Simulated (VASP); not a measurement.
Wanted: the native input for a VASP 6.6.1 run.

```yaml
Task: single point
Functional: PBE
Potentials_or_basis: VASP PAW PBE potentials, release 64 (Al)
Cutoff: 520 eV
k_mesh: 18 × 18 × 18
Occupations: fermi-dirac, width 0.1 eV
Spin: no spin polarisation
Dipole_correction: no
Further_INCAR_settings: ALGO = Normal; EDIFF = 1e-06; NBANDS = 8
```

The structure of Al lies in POSCAR:

```
Al
1.0
   -1.6178603041      1.6178603041      1.6178603041
    1.6178603041     -1.6178603041      1.6178603041
    1.6178603041      1.6178603041     -1.6178603041
Al
1
Direct
    0.0000000000      0.0000000000      0.0000000000
```

The input as run:

INCAR

```
  PREC = Accurate
  ENCUT = 520
  EDIFF = 1E-6
  ISMEAR = -1
  SIGMA = 0.1
  LREAL = F
  LASPH = T
  NELM = 80
  ALGO = Normal
  ISIF = 2
  LWAVE = F
  LCHARG = F
  GGA = PE
  NBANDS = 8
```

KPOINTS

```
regular mesh
0
Gamma
  18 18 18
```

Potentials or basis: VASP PAW PBE potentials, release 64 (Al).

Command:

```bash
$ cat potpaw_PBE.64/Al/POTCAR > POTCAR
$ mpirun -np 1 vasp_std > vasp.out
```

It gave:

```json
{
  "Pressure": "0.0 GPa"
}
```

Run time: 9.1 s on 1 thread of Intel(R) Xeon(R) Platinum 8488C (Sapphire Rapids) (shared host), peak memory 0.14 GiB.
